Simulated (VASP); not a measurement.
# CaO (Fm-3m) in VASP: a series of runs, part 2 of 2

VASP 6.6.1.

## Step 4: Relaxation of cell and atoms, LDA, target pressure 4 GPa, at which the enthalpy is minimised

INCAR

```
SYSTEM = CaO
PREC = Accurate ; ENCUT = 600
EDIFF = 1E-6 ; ISMEAR = 0
SIGMA = 0.01 ; LREAL = .FALSE.
LASPH = .TRUE. ; NELM = 80
ALGO = Normal ; ISIF = 3
LWAVE = .FALSE. ; LCHARG = .FALSE.
IBRION = 2 ; NSW = 100
EDIFFG = -0.002 ; PSTRESS = 40.0
```

KPOINTS

```
Automatic mesh
0
G
  8 8 8
  0 0 0
```

POSCAR

```
CaO
1.0
    0.0000000000      2.3539483568      2.3539483568
    2.3539483568      0.0000000000      2.3539483568
    2.3539483568      2.3539483568      0.0000000000
Ca O
1 1
Direct
    0.0000000000      0.0000000000      0.0000000000
    0.5000000000      0.5000000000      0.5000000000
```

Potentials or basis: VASP PAW LDA potentials, release 64 (Ca_sv, O).

The run is started by

```console
cat potpaw_LDA.64/Ca_sv/POTCAR potpaw_LDA.64/O/POTCAR > POTCAR
mpirun -np 1 vasp_std > vasp.out
```

OUTCAR:

```text
SYSTEM = CaO
   PREC = Accurate
   ENCUT = 600
   EDIFF = 1E-6
   ISMEAR = 0
   LREAL = .FALSE.
   LASPH = .TRUE.
   NELM = 80
   ISIF = 3
   IBRION = 2
   NSW = 100
   EDIFFG = -0.002
   PSTRESS = 40.0

 ion  position               nearest neighbor table
   1  0.000  0.000  0.000-   2 2.35   2 2.35   2 2.35   2 2.35   2 2.35   2 2.35
   2  0.500  0.500  0.500-   1 2.35   1 2.35   1 2.35   1 2.35   1 2.35   1 2.35

  LATTYP: Found a face centered cubic cell.
 ALAT       =     4.7078967136

  Lattice vectors:

 A1 = (   0.0000000000,   2.3539483568,   2.3539483568)
 A2 = (   2.3539483568,   0.0000000000,   2.3539483568)
 A3 = (   2.3539483568,   2.3539483568,   0.0000000000)

Analysis of symmetry for initial positions (statically):
=====================================================================
 Subroutine PRICEL returns:
 Original cell was already a primitive cell.

 Routine SETGRP: Setting up the symmetry group for a
 face centered cubic supercell.

 Subroutine GETGRP returns: Found 48 space group operations
 (whereof 48 operations were pure point group operations)
 out of a pool of 48 trial point group operations.

The static configuration has the point symmetry O_h .

Analysis of symmetry for dynamics (positions and initial velocities):
=====================================================================
 Subroutine PRICEL returns:
 Original cell was already a primitive cell.

 Routine SETGRP: Setting up the symmetry group for a
 face centered cubic supercell.

 Subroutine GETGRP returns: Found 48 space group operations
 (whereof 48 operations were pure point group operations)
 out of a pool of 48 trial point group operations.

The dynamic configuration has the point symmetry O_h .

 Subroutine INISYM returns: Found 48 space group operations
 (whereof 48 operations are pure point group operations),
 and found     1 'primitive' translations

----------------------------------------------------------------------------------------

                                     Primitive cell
[... 131 lines left out ...]

 number of electron      15.9999999 magnetization

 Free energy of the ion-electron system (eV)
  ---------------------------------------------------
  ext. energy  EPLUGINS =         0.00000000
  ---------------------------------------------------
  free energy    TOTEN  =       -14.22306051 eV

  energy without entropy =      -14.22306051  energy(sigma->0) =      -14.22306051

------------------------ aborting loop because EDIFF is reached ----------------------------------------

  FORCE on cell =-STRESS in cart. coord.  units (eV):
  Direction    XX          YY          ZZ          XY          YZ          ZX
  --------------------------------------------------------------------------------------
  -------------------------------------------------------------------------------------
  Total        0.1332626      0.1332626      0.1332626      0.0000000      0.0000000      0.0000000
  in kB        8.1846088      8.1846088      8.1846088      0.0000000      0.0000000      0.0000000
  external PRESSURE =     -31.8153912 kB  Pullay stress =      40.0000000 kB
[... 63 lines left out ...]
--------------------------------------- Ionic step        3  -------------------------------------------

 number of electron      16.0000001 magnetization

 Free energy of the ion-electron system (eV)
  ---------------------------------------------------
  ext. energy  EPLUGINS =         0.00000000
  ---------------------------------------------------
  free energy    TOTEN  =       -14.21434512 eV

  energy without entropy =      -14.21434512  energy(sigma->0) =      -14.21434512

 E-fermi :   2.6661     XC(G=0): -11.4521

 val. band max:        2.5278785867   @ k =   0.0000   0.0000   0.0000
 cond. band min:       5.9285154371   @ k =   0.5000   0.5000   0.0000
 fundamental gap:      3.4006368505
 Fermi energy:         2.6661144293

 k-point     1 :       0.0000    0.0000    0.0000
  band No.  band energies     occupation
      1     -34.2133      2.00000
      2     -15.1821      2.00000
      3     -15.1821      2.00000
      4     -15.1821      2.00000
      5     -12.8469      2.00000
      6       2.5279      2.00000
      7       2.5279      2.00000
      8       2.5279      2.00000
      9       7.8116      0.00000
     10       8.8250      0.00000
     11       8.8250      0.00000
     12       8.8250      0.00000
[... 331 lines left out ...]
 k-point    24 :      -0.3750    0.2500    0.1250
  band No.  band energies     occupation
      1     -34.0257      2.00000
      2     -16.4752      2.00000
      3     -15.5192      2.00000
      4     -15.3571      2.00000
      5     -11.5925      2.00000
      6       0.2894      2.00000
      7       1.2962      2.00000
      8       1.3239      2.00000
      9       9.4950      0.00000
     10       9.5659      0.00000
     11      11.7451      0.00000
     12      12.1005      0.00000

 [... further k-points ...]

------------------------ aborting loop because EDIFF is reached ----------------------------------------

  FORCE on cell =-STRESS in cart. coord.  units (eV):
  Direction    XX          YY          ZZ          XY          YZ          ZX
  --------------------------------------------------------------------------------------
  -------------------------------------------------------------------------------------
  Total        0.6353160      0.6353160      0.6353160      0.0000000     -0.0000000     -0.0000000
  in kB       39.9164762     39.9164762     39.9164762      0.0000000     -0.0000000     -0.0000000
  external PRESSURE =      -0.0835238 kB  Pullay stress =      40.0000000 kB
[... 21 lines left out ...]
  energy  without entropy=      -14.2143451211  energy(sigma->0) =      -14.21434512

  enthalpy is  TOTEN    =       -13.5776997728 eV   P V=        0.6366453483

 reached required accuracy - stopping structural energy minimisation
```

OSZICAR:

```text
N       E                     dE             d eps       ncg     rms          rms(c)
DAV:   1     0.139875923426E+03    0.13988E+03   -0.95878E+03   696   0.153E+03
DAV:   2    -0.846921266541E+01   -0.14835E+03   -0.14172E+03   784   0.355E+02
DAV:   3    -0.156977563156E+02   -0.72285E+01   -0.71744E+01   884   0.816E+01
[... 26 lines left out ...]
DAV:   4    -0.142141286393E+02    0.39531E-03   -0.35977E-03  1080   0.561E-01    0.546E-02
DAV:   5    -0.142141495389E+02   -0.20900E-04   -0.32396E-05   876   0.683E-02    0.510E-02
DAV:   6    -0.142143312126E+02   -0.18167E-03   -0.21393E-04  1112   0.944E-02    0.208E-02
DAV:   7    -0.142143456676E+02   -0.14455E-04   -0.22317E-05  1132   0.444E-02    0.410E-03
DAV:   8    -0.142143451211E+02    0.54658E-06   -0.48472E-07   432   0.735E-03
   3 F= -.13577700E+02 E0= -.13577700E+02  d E =-.592295E-02
```

Run time: 29 s. Hardware: 1 thread of Intel Xeon Platinum 8375C at 2.90GHz (Ice Lake), shared host; peak memory 0.16 GiB.

Results:

```
Free energy                                                : -14.2143 eV
Relaxed volume                                             : 12.75 Å³/atom
Relaxed cell                                               : a = 3.304 Å, b = 3.304 Å, c = 3.304 Å, α = 60.00°, β = 60.00°, γ = 60.00°
Space group after relaxing (to 0.1 Å)                      : Fm-3m (No. 225)
Energy change on relaxing (the run minimises the enthalpy) : +4.4 meV/atom
Ionic steps                                                : 3
Pressure after relaxing                                    : 4.0 GPa
Band gap on the k mesh                                     : 3.40 eV (least direct gap 3.75 eV)
```

Step by step:
| step | energy change (eV) | largest force (eV/Å) | pressure (GPa) | volume (Å³) |
| --- | --- | --- | --- | --- |
| 1 | 0.0000 | 0.0000 | 0.82 | 26.09 |
| 2 | 0.0208 | 0.0000 | 6.25 | 25.12 |
| 3 | 0.0087 | 0.0000 | 3.99 | 25.50 |

Final structure:
```
Ca O
1.0
     0.00000    2.33618    2.33618
     2.33618    0.00000    2.33618
     2.33618    2.33618    0.00000
Ca O
1 1
Direct
  0.00000 0.00000 0.00000
  0.50000 0.50000 0.50000
```

Levels at points of the mesh, in eV from the valence-band top:
| k point | band 6 | band 7 | band 8 | band 9 | band 10 | band 11 |
| --- | --- | --- | --- | --- | --- | --- |
| (0.00, 0.00, 0.00) | 0.00 | 0.00 | 0.00 | 5.28 | 6.30 | 6.30 |
| (0.50, 0.00, 0.00) | -2.92 | -1.41 | -1.41 | 7.35 | 8.77 | 8.77 |
| (0.50, 0.50, 0.00) | -1.25 | -0.35 | -0.35 | 3.40 | 8.67 | 9.36 |

Caveat: the cell is relaxed towards a set pressure, so the run minimises the enthalpy, not the energy. Zero-point motion and thermal expansion aren't in these numbers.

## Step 5: Relaxation of cell and atoms, LDA, target pressure 7 GPa, at which the enthalpy is minimised

INCAR

```
SYSTEM = CaO
ALGO = Normal ; EDIFF = 1E-6
EDIFFG = -0.002 ; ENCUT = 600
GGA = CA ; IBRION = 2
ISIF = 3 ; ISMEAR = 0
LASPH = .TRUE. ; LCHARG = .FALSE.
LREAL = .FALSE. ; LWAVE = .FALSE.
NELM = 100 ; NSW = 100
PREC = Accurate ; PSTRESS = 70.0
SIGMA = 0.01
```

KPOINTS

```
k-points
0
G
  8 8 8
  0 0 0
```

POSCAR is that of step 4.

The run is started by

```console
cat potpaw_LDA.64/Ca_sv/POTCAR potpaw_LDA.64/O/POTCAR > POTCAR
mpirun -np 1 vasp_std > vasp.out
```

Run time: 50 s. Hardware: 1 thread of Intel Xeon Platinum 8375C at 2.90GHz (Ice Lake), shared host; peak memory 0.16 GiB.

Results (log left out):

* Free energy: -14.1973 eV
* Relaxed volume: 12.50 Å³/atom
* Relaxed cell: a = 3.282 Å, b = 3.282 Å, c = 3.282 Å, α = 60.00°, β = 60.00°, γ = 60.00°
* Space group after relaxing (to 0.1 Å): Fm-3m (No. 225)
* Energy change on relaxing (the run minimises the enthalpy): +12.9 meV/atom
* Ionic steps: 6
* Pressure after relaxing: 7.0 GPa
* Band gap on the k mesh: 3.38 eV (least direct gap 3.72 eV)

Step by step:
| step | energy change (eV) | largest force (eV/Å) | pressure (GPa) | volume (Å³) |
| --- | --- | --- | --- | --- |
| 1 | 0.0000 | 0.0000 | 0.82 | 26.09 |
| 2 | 0.0717 | 0.0000 | 12.29 | 24.23 |
| 3 | 0.0256 | 0.0000 | 6.97 | 25.01 |
| 4 | 0.0265 | 0.0000 | 7.09 | 24.98 |
| 5 | 0.0255 | 0.0000 | 6.97 | 25.01 |
| 6 | 0.0257 | 0.0000 | 6.99 | 25.00 |

Final structure:
```
Ca O
1.0
     0.00000    2.32086    2.32086
     2.32086    0.00000    2.32086
     2.32086    2.32086    0.00000
Ca O
1 1
Cartesian
  2.3209 4.6417 2.3209
  2.3209 2.3209 2.3209
```

Levels at points of the mesh, in eV from the valence-band top:
```tsv
k point	band 5	band 6	band 7	band 8	band 9	band 10	band 11	band 12
(0.00, 0.00, 0.00)	-15.41	0.00	0.00	0.00	5.46	6.34	6.34	6.34
(0.50, 0.00, 0.00)	-13.65	-2.97	-1.46	-1.46	7.44	8.87	8.87	9.13
(0.50, 0.50, 0.00)	-15.18	-1.23	-0.34	-0.34	3.38	8.83	9.47	10.25
```

Caveat: the cell is relaxed towards a set pressure, so the run minimises the enthalpy, not the energy. A k mesh can miss the band edges.

## Step 6: Relaxation of cell and atoms, LDA, target pressure 10 GPa, at which the enthalpy is minimised

INCAR

```
  ALGO = Normal
  EDIFF = 1E-6
  EDIFFG = -0.002
  ENCUT = 600
  GGA = CA
  IBRION = 2
  ISIF = 3
  ISMEAR = 0
  LASPH = T
  LCHARG = F
  LREAL = F
  LWAVE = F
  NELM = 80
  NSW = 100
  PREC = Accurate
  PSTRESS = 100.0
  SIGMA = 0.01
```

KPOINTS

```
k-points
0
Gamma
  8 8 8
```

POSCAR is that of step 5.

Potentials or basis: VASP PAW LDA potentials, release 64 (Ca_sv, O).

The run is started by

```console
cat potpaw_LDA.64/Ca_sv/POTCAR potpaw_LDA.64/O/POTCAR > POTCAR
mpirun -np 1 vasp_std > vasp.out
```

Run time: 46 s. Hardware: 1 thread of Intel Xeon Platinum 8375C at 2.90GHz (Ice Lake), shared host; peak memory 0.15 GiB.

Results (log left out):

- Free energy: -14.1735 eV
- Relaxed volume: 12.28 Å³/atom
- Relaxed cell: a = 3.262 Å, b = 3.262 Å, c = 3.262 Å, α = 60.00°, β = 60.00°, γ = 60.00°
- Space group after relaxing (to 0.1 Å): Fm-3m (No. 225)
- Energy change on relaxing (the run minimises the enthalpy): +24.8 meV/atom
- Ionic steps: 6
- Pressure after relaxing: 10.0 GPa
- Band gap on the k mesh: 3.36 eV (least direct gap 3.69 eV)

Step by step:
| step | energy change (eV) | largest force (eV/Å) | pressure (GPa) | volume (Å³) |
| --- | --- | --- | --- | --- |
| 1 | 0.0000 | 0.0000 | 0.82 | 26.09 |
| 2 | 0.1569 | 0.0000 | 19.41 | 23.37 |
| 3 | 0.0490 | 0.0000 | 9.94 | 24.56 |
| 4 | 0.0508 | 0.0000 | 10.12 | 24.53 |
| 5 | 0.0490 | 0.0000 | 9.95 | 24.56 |
| 6 | 0.0495 | 0.0000 | 9.99 | 24.55 |

Final structure:
```
CELL_PARAMETERS angstrom
0.00000 2.30683 2.30683
2.30683 0.00000 2.30683
2.30683 2.30683 0.00000
ATOMIC_POSITIONS crystal
Ca 0.00000 0.00000 0.00000
O 0.50000 0.50000 0.50000
```

Levels at points of the mesh, in eV from the valence-band top:
```tsv
k point	band 6	band 7	band 8	band 9	band 10	band 11
(0.00, 0.00, 0.00)	0.00	0.00	0.00	5.63	6.37	6.37
(0.50, 0.00, 0.00)	-3.02	-1.51	-1.51	7.53	8.97	8.97
(0.50, 0.50, 0.00)	-1.21	-0.33	-0.33	3.36	8.98	9.58
```

Caveat: the cell is relaxed towards a set pressure, so the run minimises the enthalpy, not the energy. A k mesh can miss the band edges.

## Step 7: The runs side by side

| cell | gap on the mesh (eV) | pressure (GPa) |
| --- | --- | --- |
| relaxed to 1 GPa | 3.42 | 1.0 |
| relaxed to 2 GPa | 3.41 | 2.0 |
| relaxed to 4 GPa | 3.40 | 4.0 |
| relaxed to 7 GPa | 3.38 | 7.0 |
| relaxed to 10 GPa | 3.36 | 10.0 |

Alike in all rows: task relaxation of cell and atoms; level LDA; potentials or basis VASP PAW LDA potentials, release 64 (Ca_sv, O); no spin polarisation; k mesh 8 × 8 × 8; cutoff (eV) 600; smearing gaussian 0.01 eV.

Caveats: the cell is relaxed towards a set pressure, so the run minimises the enthalpy, not the energy.

Total energies depend on the potentials used, so only differences within one code and one set of settings carry meaning.
